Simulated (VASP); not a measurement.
# LiAl4O (Cmmm) in VASP: density of states with PBE

Aim: the density of states of LiAl4O with PBE.

Everything below comes from runs of VASP 6.6.1. Logs are shortened: lines on timing, memory, paths and dates and some standing lists are left out, and cuts for length are marked.

## (1) The cell of the first run

Symmetry: Cmmm, No. 65, orthorhombic system. Conventional cell: a = 5.143 Å, b = 11.337 Å, c = 4.233 Å, α = 90.00°, β = 90.00°, γ = 90.00°. Within 4.1 Å of Li (site symmetry mmm) lie 12 Al at 3.11 to 3.75 Å and 4 O at 3.33 Å. Al (site symmetry m2m) has 1 O at 1.73 Å within 2.3 Å. Al (site symmetry 2/m) has 6 Al at 2.57 to 2.71 Å and 2 Li at 3.11 Å within 3.4 Å. Within 2.3 Å of O (site symmetry mmm) lie 2 Al at 1.73 Å.

## (2) Density of states, PBE

POSCAR reads:

```
LiAl4O
1.0
    2.5713705051     -5.6682945999      0.0000000000
    2.5713705051      5.6682945999      0.0000000000
    0.0000000000      0.0000000000      4.2326644381
Li Al O
1 4 1
Direct
    0.0000000000      0.0000000000      0.5000000000
    0.3474818690      0.6525181310      0.0000000000
    0.6525181310      0.3474818690      0.0000000000
    0.0000000000      0.5000000000      0.5000000000
    0.5000000000      0.0000000000      0.5000000000
    0.5000000000      0.5000000000      0.0000000000
```

INCAR.step1 reads:

```
PREC = Accurate ; ENCUT = 520
EDIFF = 1E-6 ; ISMEAR = 0
SIGMA = 0.1 ; LREAL = False
LASPH = True ; NELM = 80
ALGO = Normal ; ISIF = 2
LWAVE = False ; LCHARG = True
GGA = PE ; NBANDS = 20
```

KPOINTS.step1 reads:

```
Automatic mesh
0
Gamma
  8 8 10
```

INCAR.step2 reads:

```
PREC = Accurate ; ENCUT = 520
EDIFF = 1E-6 ; ISMEAR = -5
SIGMA = 0.1 ; LREAL = False
LASPH = True ; NELM = 80
ALGO = Normal ; ISIF = 2
LWAVE = False ; LCHARG = False
GGA = PE ; LORBIT = 11
NBANDS = 20 ; NEDOS = 2001
ICHARG = 11
```

KPOINTS.step2 reads:

```
Automatic mesh
0
Gamma
  12 12 15
```

Potentials or basis: VASP PAW PBE potentials, release 64 (Li_sv, Al, O).

Command:

```sh
$ cat potpaw_PBE.64/Li_sv/POTCAR potpaw_PBE.64/Al/POTCAR potpaw_PBE.64/O/POTCAR > POTCAR
$ cp INCAR.step1 INCAR
$ cp KPOINTS.step1 KPOINTS
$ mpirun -np 1 vasp_std > vasp.out
$ cp INCAR.step2 INCAR
$ cp KPOINTS.step2 KPOINTS
$ mpirun -np 1 vasp_std > vasp.out
```

OUTCAR:

```text
PREC = Accurate
   ENCUT = 520
   EDIFF = 1E-6
   ISMEAR = -5
   LREAL = False
   LASPH = True
   NELM = 80
   ISIF = 2
   GGA = PE
   LORBIT = 11
   ICHARG = 11

 ion  position               nearest neighbor table
   1  0.000  0.000  0.500-
   2  0.347  0.653  0.000-   6 1.73   5 2.71   4 2.71   4 2.71   5 2.71
   3  0.653  0.347  0.000-   6 1.73   5 2.71   4 2.71   4 2.71   5 2.71
   4  0.000  0.500  0.500-   5 2.57   5 2.57   2 2.71   2 2.71   3 2.71   3 2.71
   5  0.500  0.000  0.500-   4 2.57   4 2.57   2 2.71   2 2.71   3 2.71   3 2.71
   6  0.500  0.500  0.000-   2 1.73   3 1.73

  LATTYP: Found a base centered orthorhombic cell.
 ALAT       =     5.1427410102
 B/A-ratio  =     2.2043865669
 C/A-ratio  =     0.8230366705

  Lattice vectors:

 A1 = (   2.5713705051,  -5.6682945999,   0.0000000000)
 A2 = (   2.5713705051,   5.6682945999,   0.0000000000)
 A3 = (   0.0000000000,   0.0000000000,   4.2326644381)

Analysis of symmetry for initial positions (statically):
=====================================================================
 Subroutine PRICEL returns:
 Original cell was already a primitive cell.

 Routine SETGRP: Setting up the symmetry group for a
 base centered orthorhombic supercell.

 Subroutine GETGRP returns: Found  8 space group operations
 (whereof  8 operations were pure point group operations)
 out of a pool of  8 trial point group operations.

The static configuration has the point symmetry D_2h.

Analysis of symmetry for dynamics (positions and initial velocities):
=====================================================================
 Subroutine PRICEL returns:
 Original cell was already a primitive cell.

 Routine SETGRP: Setting up the symmetry group for a
 base centered orthorhombic supercell.

 Subroutine GETGRP returns: Found  8 space group operations
 (whereof  8 operations were pure point group operations)
 out of a pool of  8 trial point group operations.

The dynamic configuration has the point symmetry D_2h.

 Subroutine INISYM returns: Found  8 space group operations
 (whereof  8 operations are pure point group operations),
 and found     1 'primitive' translations

----------------------------------------------------------------------------------------

                                     Primitive cell

  volume of cell :     123.3846

  direct lattice vectors                    reciprocal lattice vectors
     2.571370505 -5.668294600  0.000000000     0.194448835 -0.088209953  0.000000000
     2.571370505  5.668294600  0.000000000     0.194448835  0.088209953  0.000000000
     0.000000000  0.000000000  4.232664438     0.000000000  0.000000000  0.236257803

  length of vectors
     6.224267824  6.224267824  4.232664438     0.213521300  0.213521300  0.236257803

  position of ions in fractional coordinates (direct lattice)
     0.000000000  0.000000000  0.500000000
     0.347481869  0.652518131  0.000000000
     0.652518131  0.347481869  0.000000000
     0.000000000  0.500000000  0.500000000
     0.500000000  0.000000000  0.500000000
     0.500000000  0.500000000  0.000000000

  ion indices of the primitive-cell ions
   primitive index   ion index
                 1           1
                 2           2
                 3           3
                 4           4
                 5           5
                 6           6

----------------------------------------------------------------------------------------

 KPOINTS: Automatic mesh

Automatic generation of k-mesh.
 Grid dimensions read from file:
 generate k-points for:   12   12   15

 Generating k-lattice:

  Cartesian coordinates                     Fractional coordinates (reciprocal lattice)
     0.016204070 -0.007350829  0.000000000     0.083333333 -0.000000000  0.000000000
     0.016204070  0.007350829  0.000000000    -0.000000000  0.083333333  0.000000000
     0.000000000  0.000000000  0.015750520     0.000000000  0.000000000  0.066666667

  Length of vectors
     0.017793442  0.017793442  0.015750520

  Shift w.r.t. Gamma in fractional coordinates (k-lattice)
     0.000000000  0.000000000  0.000000000

 TETIRR: Found   3246 inequivalent tetrahedra from    12960

 Subroutine IBZKPT returns following result:
 ===========================================

 Found    344 irreducible k-points:

 Following reciprocal coordinates:
            Coordinates               Weight
  0.000000  0.000000  0.000000      1.000000
  0.083333 -0.000000  0.000000      4.000000
  0.166667 -0.000000  0.000000      4.000000
  0.250000  0.000000  0.000000      4.000000
  0.333333  0.000000  0.000000      4.000000
  0.416667  0.000000  0.000000      4.000000
[... 16 lines left out ...]
  0.500000  0.166667  0.000000      4.000000
 -0.416667  0.166667  0.000000      4.000000
 [... further k-points ...]
   k-points           NKPTS =    344   k-points in BZ     NKDIM =    344   number of bands    NBANDS=     20
   number of dos      NEDOS =   2001   number of ions     NIONS =      6
   total plane-waves  NPLWV =  73728
   dimension x,y,z NGX =    48 NGY =   48 NGZ =   32
   dimension x,y,z NGXF=    96 NGYF=   96 NGZF=   64
   ions per type =               1   4   1
   NGX,Y,Z   is equivalent  to a cutoff of  12.82, 12.82, 12.57 a.u.
   NGXF,Y,Z  is equivalent  to a cutoff of  25.64, 25.64, 25.14 a.u.
 SYSTEM =  unknown system
   PREC   = accura    normal or accurate (medium, high low for compatibility)
   ISTART =      0    job   : 0-new  1-cont  2-samecut
   ICHARG =     11    charge: 1-file 2-atom 10-const
   ISPIN  =      1    spin polarized calculation?
   LNONCOLLINEAR =      F non collinear calculations
   LSORBIT =      F    spin-orbit coupling
   LASPH  =      T    aspherical Exc in radial PAW
   ENCUT  =  520.0 eV  38.22 Ry    6.18 a.u.  11.57 11.57  7.87*2*pi/ulx,y,z
   NELM   =     80;   NELMIN=  2; NELMDL=  0     # of ELM steps
   EDIFF  = 0.1E-05   stopping-criterion for ELM
   LREAL  =      F    real-space projection
   EDIFFG = 0.1E-04   stopping-criterion for IOM
   NSW    =      0    number of steps for IOM
   IBRION =     -1    ionic relax: 0-MD 1-quasi-New 2-CG
   NFREE  =      0    steps in history (QN), initial steepest desc. (CG)
   ISIF   =      2    stress and relaxation
   ISYM   =      2    0-nonsym 1-usesym 2-fastsym
   POTIM  = 0.5000    time-step for ionic-motion
   TEBEG  =    0.0;   TEEND  =   0.0 temperature during run
   PSTRESS=    0.0 pullay stress
   NELECT =      21.0000    total number of electrons
   NUPDOWN=      -1.0000    fix difference up-down
   EMIN   =  10.00;   EMAX   =-10.00  energy-range for DOS
   EFERMI =   0.00;   METHOD = LEGACY
   ISMEAR =    -5;   SIGMA  =   0.10  broadening in eV -4-tet -1-fermi 0-gaus
   EFERMI_NEDOS =   21; number of points for ismear=-14 and -15
   IALGO  =     38    algorithm
   IMIX   =      4    mixing-type and parameters
     AMIX     =   0.40;   BMIX     =  1.00
     AMIX_MAG =   1.60;   BMIX_MAG =  1.00
  volume/ion in A,a.u.               =      20.56       138.77
  Fermi-wavevector in a.u.,A,eV,Ry     =   0.907251  1.714456 11.199024  0.823105
  Thomas-Fermi vector in A             =   2.031036
   LORBIT       =     11    0 simple, 1 ext, 2 COOP (PROOUT), +10 PAW based schemes
   GGA     = PE    functional components
   LHFCALC =     F    Hartree Fock is set to
   AEXX    =    0.0000 exact exchange contribution
   IVDW    =     0    specifies the selected vdW correction
   LEPSILON=     F    determine dielectric tensor
   LRPA    =     F    only Hartree local field effects (RPA)
 non-spin polarized calculation
 Fermi weights with tetrahedron method with Bloechl corrections
  energy-cutoff  :      520.00
  volume of cell :      123.38
 maximum number of plane-waves:      3351
 NGX is ok and might be reduce to    48

 number of electron      20.9999995 magnetization

 Free energy of the ion-electron system (eV)
  ---------------------------------------------------
  ext. energy  EPLUGINS =         0.00000000
  ---------------------------------------------------
  free energy    TOTEN  =       -24.61264277 eV

  energy without entropy =      -24.61264277  energy(sigma->0) =      -24.61264277

 E-fermi :   3.7375     XC(G=0):  -8.3138

 val. band max:        3.7586743675   @ k =   0.0000   0.0000   0.3333
 cond. band min:       3.6469224710   @ k =  -0.0833   0.0833   0.4000
 fundamental gap:     -0.1117518966
 Fermi energy:         3.7375261926

 k-point     1 :       0.0000    0.0000    0.0000
  band No.  band energies     occupation
      1     -43.8424      2.00000
      2     -15.2294      2.00000
      3      -4.8463      2.00000
      4      -3.5028      2.00000
      5      -0.4036      2.00000
      6      -0.1457      2.00000
[... 12 lines left out ...]
     19       9.8999      0.00000
     20      10.3395      0.00000

 k-point     2 :       0.0833   -0.0000    0.0000
  band No.  band energies     occupation
      1     -43.8424      2.00000
      2     -15.2291      2.00000
      3      -4.8214      2.00000
      4      -3.4947      2.00000
      5      -0.4349      2.00000
      6      -0.1395      2.00000
[... 12 lines left out ...]
     19       9.9917      0.00000
     20      10.4730      0.00000
[... 465 lines left out ...]
      3      -4.7050      2.00000
      4      -2.9371      2.00000
      5      -2.1130      2.00000
      6      -0.4644      2.00000
[... 12 lines left out ...]
     19       9.8440      0.00000
     20      10.1706      0.00000

 k-point    24 :      -0.4167    0.1667    0.0000
  band No.  band energies     occupation
      1     -43.8423      2.00000
      2     -15.2262      2.00000
      3      -4.8668      2.00000
      4      -2.9169      2.00000
      5      -1.6891      2.00000
      6      -0.3747      2.00000
[... 12 lines left out ...]
     19       9.5886      0.00000
     20      10.2971      0.00000

 [... further k-points ...]

------------------------ aborting loop because EDIFF is reached ----------------------------------------

  FORCE on cell =-STRESS in cart. coord.  units (eV):
  Direction    XX          YY          ZZ          XY          YZ          ZX
  --------------------------------------------------------------------------------------
  -------------------------------------------------------------------------------------
  Total       -0.1768577      0.1323283      0.0039953     -0.0000000      0.0000000      0.0000000
  in kB       -2.2965380      1.7183140      0.0518799     -0.0000000      0.0000000      0.0000000
  external PRESSURE =      -0.1754480 kB  Pullay stress =       0.0000000 kB

 VOLUME and BASIS-vectors are now :
 -----------------------------------------------------------------------------
  energy-cutoff  :      520.00
  volume of cell :      123.38
      direct lattice vectors                 reciprocal lattice vectors
     2.571370505 -5.668294600  0.000000000     0.194448835 -0.088209953  0.000000000
     2.571370505  5.668294600  0.000000000     0.194448835  0.088209953  0.000000000
     0.000000000  0.000000000  4.232664438     0.000000000  0.000000000  0.236257803

 POSITION                                       TOTAL-FORCE (eV/Angst)
 -----------------------------------------------------------------------------------
      0.00000      0.00000      2.11633        -0.000000      0.000000      0.000000
      2.57137      1.72904      0.00000         0.000000     -0.060697     -0.000000
      2.57137     -1.72904      0.00000         0.000000      0.060697      0.000000
      1.28569      2.83415      2.11633         0.000000      0.000000      0.000000
      1.28569     -2.83415      2.11633         0.000000     -0.000000      0.000000
      2.57137      0.00000      0.00000         0.000000      0.000000      0.000000
 -----------------------------------------------------------------------------------
    total drift:                                0.000000      0.000000      0.000000

  FREE ENERGIE OF THE ION-ELECTRON SYSTEM (eV)
  ---------------------------------------------------
  free  energy   TOTEN  =       -24.6126427663 eV

  energy  without entropy=      -24.6126427663  energy(sigma->0) =      -24.61264277

 total charge

# of ion       s       p       d       tot
------------------------------------------
    1        2.010   0.025   0.000   2.035
    2        0.415   0.355   0.000   0.770
    3        0.415   0.355   0.000   0.770
    4        0.437   0.388   0.000   0.825
    5        0.437   0.388   0.000   0.825
    6        1.564   3.541   0.000   5.105
--------------------------------------------------
tot          5.278   5.052   0.000  10.330
```

It took 14 min on 1 thread of AMD EPYC 9R45 (Zen 5), shared host; peak memory 0.74 GiB.

Results:

| Property | Result |
| --- | --- |
| Valence electrons inside the program's atomic spheres | Li 2.04; Al 0.77, 0.82; O 5.11 |

Caveat: the cutoff is under 1.25 times the usual one of these potentials, so pressure, stress and relaxed cells hold a basis-set (Pulay) error; an odd number of electrons without spin polarisation forces a metal; a magnetic or distorted state may lie lower; tetrahedron occupations give inexact forces and stress in metals.
